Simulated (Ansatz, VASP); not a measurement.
One calculation of HfB2, two programs

The input INCAR:

```
SYSTEM = HfB2
ALGO = Normal
EDIFF = 1E-6
ENCUT = 520
GGA = PE
ISIF = 2
ISMEAR = -1
LASPH = .TRUE.
LCHARG = .FALSE.
LREAL = .FALSE.
LWAVE = .FALSE.
NBANDS = 15
NELM = 100
PREC = Accurate
SIGMA = 0.05
```

File KPOINTS:

```
k-points
0
G
  13 13 11
  0 0 0
```

The input POSCAR:

```
HfB2
1.0
    3.1400001005     -0.0157000005     -0.0157000005
   -1.5835966496      2.7271698552     -0.0057465990
   -0.0174000000     -0.0174000000      3.4800000000
Hf B
1 2
Direct
    0.0000000000      0.0000000000      0.0000000000
    0.3333333333      0.6666666667      0.5000000000
    0.6666666667      0.3333333333      0.5000000000
```

Input for Ansatz:

```yaml
crystal:
  lattice:
    - [3.1400001005, -0.0157000005, -0.0157000005]
    - [-1.5835966496, 2.7271698552, -0.005746599]
    - [-0.0174, -0.0174, 3.48]
  atoms:
    - { symbol: Hf, position: [0.0, 0.0, 0.0] }
    - { symbol: B, position: [0.3333333333, 0.6666666667, 0.5] }
    - { symbol: B, position: [0.6666666667, 0.3333333333, 0.5] }
kpoints:
  mp_grid: { grid: [13, 13, 11] }
  band_path:
    path:
      - [0.0, 0.0, 0.0]
      - [0.0, 0.0, 0.5]
      - [-0.5, 0.5, 0.0]
      - [0.0, 0.0, 0.0]
      - [0.0, -0.5, 0.0]
      - [-0.5, 0.0, 0.5]
      - [0.0, 0.0, 0.0]
      - [-0.5, 0.0, 0.0]
      - [0.0, -0.5, 0.5]
    npoints: 5
scf:
  occupations: { method: fermi_dirac, width: 0.05 }
hamiltonian:
  xc: pbe
  pseudopotentials: { kind: all_electron, lapw: { basis_error: 0.0005 } }
output:
  forces: true
  stress: true
  eigenvalues: true
```

Change from the starting cell: equal xy, yz and zx shear strains of -1 %.

Alike in both runs: task single point; functional PBE; k mesh 13 × 13 × 11; occupations fermi-dirac, width 0.05 eV; no spin polarisation.

|  | VASP | Ansatz |
| --- | --- | --- |
| version | VASP 6.6.1 | Ansatz 0.2.0 |
| potentials or method | VASP PAW PBE potentials, release 64 (Hf_pv, B), cutoff 520 eV | all-electron LAPW, scalar-relativistic |

```tsv
	VASP	Ansatz	Ansatz less VASP
pressure (GPa)	1.1	1.5	+0.45
traceless stress, the component that is largest in VASP (GPa)	2.77	2.76	-0.012
rms of the force components (eV/Å)	0.007	0.007	+0.0001
```

Atom by atom the forces differ by 0.000 eV/Å (rms over components). Ansatz ran all-electron here, and VASP with PAW potentials.

Neither program's run includes spin-orbit coupling.
